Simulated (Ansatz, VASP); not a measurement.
**One calculation of NbAs, two programs**

```
Nb As
1.0
     1.67194   -4.79236    0.00000
     1.67194    4.79236    0.00000
     0.00000    0.00000    4.48871
Nb As
2 2
Direct
  0.40498 0.59502 0.75000
  0.59502 0.40498 0.25000
  0.11776 0.88224 0.75000
  0.88224 0.11776 0.25000
```

Change from the starting cell: species swapped into the YAu type (Cmcm, No. 63).

Alike in both runs: functional PBE; k mesh 6 × 6 × 4; occupations gaussian, width 0.2 eV; no spin polarisation.

Ansatz relaxed the structure, and its values are those at the end. VASP's run is a single point on that final structure, the one shown.

|  | VASP | Ansatz |
| --- | --- | --- |
| version | VASP 6.6.1 | Ansatz 0.2.0 |
| potentials or method | VASP PAW PBE potentials, release 64 (Nb_sv, As), cutoff 500 eV | scalar-relativistic, plane waves, PAW |
| valence electrons in the cell | 36 | 56 |

```tsv
	VASP	Ansatz	Ansatz less VASP
gap on the k mesh at the Fermi level (eV)	none	none	-
pressure (GPa)	-0.2	-0.2	+0.03
rms of the force components (eV/Å)	0.030	0.029	-0.0015
```

A gap of «none» marks a metal or a gap that the smearing closes. The functional is the same, so the differences come from potentials, cutoffs and numerics. VASP's potentials hold 36 valence electrons a cell and Ansatz's 56, so a difference there can come from the potentials and not from the codes.
